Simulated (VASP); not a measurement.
# Ta3Si3N (Pm-3m) in VASP: notebook, part 2 of 2

VASP 6.6.1.

**5. Relaxation of cell and atoms, PBE**

This run uses another cell than the first one, of 13.21 Å³/atom, 0.752 times its volume.

INCAR reads:

```
SYSTEM = Ta3Si3N
PREC = Accurate
ENCUT = 600
EDIFF = 1E-6
ISMEAR = 0
SIGMA = 0.1
LREAL = .False.
LASPH = .True.
NELM = 100
ALGO = Normal
ISIF = 3
LWAVE = .False.
LCHARG = .False.
GGA = PE
IBRION = 2
NSW = 90
EDIFFG = -0.04
```

KPOINTS reads:

```
regular mesh
0
Gamma
  4 4 4
  0 0 0
```

POSCAR reads:

```
Ta3Si3N
1.0
    4.5225202500      0.0000000000      0.0000000000
    0.0000000000      4.5225202500      0.0000000000
    0.0000000000      0.0000000000      4.5225202500
Ta Si N
3 3 1
Direct
    0.0000000000      0.5000000000      0.0000000000
    0.0000000000      0.0000000000      0.5000000000
    0.5000000000      0.0000000000      0.0000000000
    0.5000000000      0.0000000000      0.5000000000
    0.5000000000      0.5000000000      0.0000000000
    0.0000000000      0.5000000000      0.5000000000
    0.5000000000      0.5000000000      0.5000000000
```

Potentials or basis: VASP PAW PBE potentials, release 64 (Ta_pv, Si, N).

Launch:

```
$ cat potpaw_PBE.64/Ta_pv/POTCAR potpaw_PBE.64/Si/POTCAR potpaw_PBE.64/N/POTCAR > POTCAR
$ mpirun -np 1 vasp_std > vasp.out
```

OUTCAR:

```text
SYSTEM = Ta3Si3N
   PREC = Accurate
   ENCUT = 600
   EDIFF = 1E-6
   ISMEAR = 0
   LREAL = .False.
   LASPH = .True.
   NELM = 100
   ISIF = 3
   GGA = PE
   IBRION = 2
   NSW = 90
   EDIFFG = -0.04

 ion  position               nearest neighbor table
   1  0.000  0.500  0.000-   5 2.26   6 2.26   6 2.26   5 2.26   2 3.20   2 3.20   2 3.20   3 3.20
                             2 3.20   3 3.20   3 3.20   3 3.20
   2  0.000  0.000  0.500-   4 2.26   6 2.26   6 2.26   4 2.26   1 3.20   3 3.20   1 3.20   1 3.20
                             1 3.20   3 3.20   3 3.20   3 3.20
   3  0.500  0.000  0.000-   4 2.26   5 2.26   4 2.26   5 2.26   2 3.20   1 3.20   1 3.20   2 3.20
                             1 3.20   2 3.20   2 3.20   1 3.20
   4  0.500  0.000  0.500-   2 2.26   3 2.26   7 2.26   3 2.26   7 2.26   2 2.26
   5  0.500  0.500  0.000-   1 2.26   3 2.26   7 2.26   7 2.26   3 2.26   1 2.26
   6  0.000  0.500  0.500-   1 2.26   2 2.26   7 2.26   1 2.26   2 2.26   7 2.26
   7  0.500  0.500  0.500-   4 2.26   5 2.26   6 2.26   5 2.26   4 2.26   6 2.26

  LATTYP: Found a simple cubic cell.
 ALAT       =     4.5225202500

  Lattice vectors:

 A1 = (   4.5225202500,   0.0000000000,   0.0000000000)
 A2 = (   0.0000000000,   4.5225202500,   0.0000000000)
 A3 = (   0.0000000000,   0.0000000000,   4.5225202500)

Analysis of symmetry for initial positions (statically):
=====================================================================
 Subroutine PRICEL returns:
 Original cell was already a primitive cell.

 Routine SETGRP: Setting up the symmetry group for a
 simple cubic supercell.

 Subroutine GETGRP returns: Found 48 space group operations
 (whereof 48 operations were pure point group operations)
 out of a pool of 48 trial point group operations.

The static configuration has the point symmetry O_h .

Analysis of symmetry for dynamics (positions and initial velocities):
=====================================================================
 Subroutine PRICEL returns:
 Original cell was already a primitive cell.

 Routine SETGRP: Setting up the symmetry group for a
 simple cubic supercell.

 Subroutine GETGRP returns: Found 48 space group operations
[... 123 lines left out ...]
   GGA     = PE    functional components
   LHFCALC =     F    Hartree Fock is set to
   AEXX    =    0.0000 exact exchange contribution
   IVDW    =     0    specifies the selected vdW correction
   LEPSILON=     F    determine dielectric tensor
   LRPA    =     F    only Hartree local field effects (RPA)
 conjugate gradient relaxation of ions
 non-spin polarized calculation
 Gauss-broadening in eV      SIGMA  =   0.10
  energy-cutoff  :      600.00
  volume of cell :       92.50
 maximum number of plane-waves:      3136
   NGX = 19   NGY = 19   NGZ = 19

--------------------------------------- Ionic step        1  -------------------------------------------

 number of electron      49.9999993 magnetization

 Free energy of the ion-electron system (eV)
  ---------------------------------------------------
  ext. energy  EPLUGINS =         0.00000000
  ---------------------------------------------------
  free energy    TOTEN  =       -47.69596559 eV

  energy without entropy =      -47.65800062  energy(sigma->0) =      -47.67698310

------------------------ aborting loop because EDIFF is reached ----------------------------------------

  FORCE on cell =-STRESS in cart. coord.  units (eV):
  Direction    XX          YY          ZZ          XY          YZ          ZX
  --------------------------------------------------------------------------------------
  -------------------------------------------------------------------------------------
  Total       39.2593027     39.2593027     39.2593027     -0.0000000      0.0000000     -0.0000000
  in kB      680.0042133    680.0042133    680.0042133     -0.0000000      0.0000000     -0.0000000
  external PRESSURE =     680.0042133 kB  Pullay stress =       0.0000000 kB
[... 28 lines left out ...]
--------------------------------------- Ionic step        2  -------------------------------------------

 number of electron      49.9999946 magnetization

 E-fermi :   2.3373     XC(G=0):  -9.2942

 val. band max:        2.3329608975   @ k =   0.5000   0.2500   0.2500
 cond. band min:       2.3670850622   @ k =   0.0000   0.0000   0.0000
 fundamental gap:      0.0341241647
 Fermi energy:         2.3372545444

 k-point     1 :       0.0000    0.0000    0.0000
  band No.  band energies     occupation
      1     -33.3520      2.00000
      2     -33.3520      2.00000
      3     -33.3520      2.00000
      4     -33.3458      2.00000
      5     -33.3458      2.00000
      6     -33.3458      2.00000
[... 441 lines left out ...]
--------------------------------------- Ionic step        5  -------------------------------------------

 number of electron      50.0000007 magnetization

 Free energy of the ion-electron system (eV)
  ---------------------------------------------------
  ext. energy  EPLUGINS =         0.00000000
  ---------------------------------------------------
  free energy    TOTEN  =       -52.83080305 eV

  energy without entropy =      -52.79296287  energy(sigma->0) =      -52.81188296

 E-fermi :   5.6537     XC(G=0): -11.1404

 val. band max:        5.6261952112   @ k =   0.5000   0.5000   0.2500
 cond. band min:       5.6549990191   @ k =   0.5000   0.2500   0.2500
 fundamental gap:      0.0288038078
 Fermi energy:         5.6536679924

 k-point     1 :       0.0000    0.0000    0.0000
  band No.  band energies     occupation
      1     -29.1655      2.00000
      2     -29.1655      2.00000
      3     -29.1655      2.00000
      4     -29.1194      2.00000
      5     -29.1194      2.00000
      6     -29.1194      2.00000
[... 353 lines left out ...]
  FREE ENERGIE OF THE ION-ELECTRON SYSTEM (eV)
  ---------------------------------------------------
  free  energy   TOTEN  =       -52.8308030478 eV

  energy  without entropy=      -52.7929628681  energy(sigma->0) =      -52.81188296

 reached required accuracy - stopping structural energy minimisation
```

Run time: 78 s. Hardware: 1 thread of Intel Xeon 6975P-C (Granite Rapids), shared host; peak memory 0.22 GiB.

Results:

```
Free energy                            : -52.8308 eV
Relaxed volume                         : 17.54 Å³/atom
Relaxed cell                           : a = 4.970 Å, b = 4.970 Å, c = 4.970 Å, α = 90.00°, β = 90.00°, γ = 90.00°
Space group after relaxing (to 0.05 Å) : Pm-3m (No. 221)
Energy gained by relaxing              : 733.5 meV/atom
Ionic steps                            : 5
Pressure after relaxing                : 0.0 GPa
Band gap on the k mesh                 : zero (band 25 reaches 5.87 eV, above the bottom of band 26 at 5.42 eV)
```

Step by step:
```
step  energy change (eV)  largest force (eV/Å)  pressure (GPa)  volume (Å³)
   1              0.0000                0.0000           68.00        92.50
   2              2.3497                0.0000          -24.49       189.73
   3             -5.0909                0.0000           -3.80       126.38
   4             -5.1315                0.0000           -1.07       123.74
   5             -5.1348                0.0000            0.00       122.76
```

Final structure:
```
CELL_PARAMETERS angstrom
4.96999 0.00000 0.00000
0.00000 4.96999 0.00000
0.00000 0.00000 4.96999
ATOMIC_POSITIONS crystal
Ta 0.00000 0.50000 0.00000
Ta 0.00000 0.00000 0.50000
Ta 0.50000 0.00000 0.00000
Si 0.50000 0.00000 0.50000
Si 0.50000 0.50000 0.00000
Si 0.00000 0.50000 0.50000
N 0.50000 0.50000 0.50000
```

Caveat: the volume moved by over 15 % at a fixed basis, so the end points are rough; spin-orbit coupling is left out, which moves the levels of the heavy elements.

**6. Summary**

| task | cell | k mesh | cutoff (eV) | gap on the mesh (eV) | pressure (GPa) | relaxed volume (Å³/atom) |
| --- | --- | --- | --- | --- | --- | --- |
| single point | a = 4.974 Å, 7 atoms | 8 × 8 × 8 | 520 | none | 0.0 | - |
| relaxation of cell and atoms | relaxed from a = 4.970 Å, 7 atoms | 8 × 8 × 8 | 600 | none | 0.0 | 17.58 |
| single point | a = 4.970 Å, 7 atoms | 4 × 4 × 4 | 520 | none | 0.1 | - |
| relaxation of cell and atoms | relaxed from a = 4.523 Å, 7 atoms | 4 × 4 × 4 | 600 | none | 0.0 | 17.54 |

Alike in all rows: level PBE; potentials or basis VASP PAW PBE potentials, release 64 (Ta_pv, Si, N); no spin polarisation; smearing gaussian 0.1 eV.

Caveats: spin-orbit coupling is left out, which moves the levels of the heavy elements; the volume moved by over 15 % at a fixed basis, so the end points are rough (some runs).

Total energies depend on the potentials used, so only differences within one code and one set of settings carry meaning.
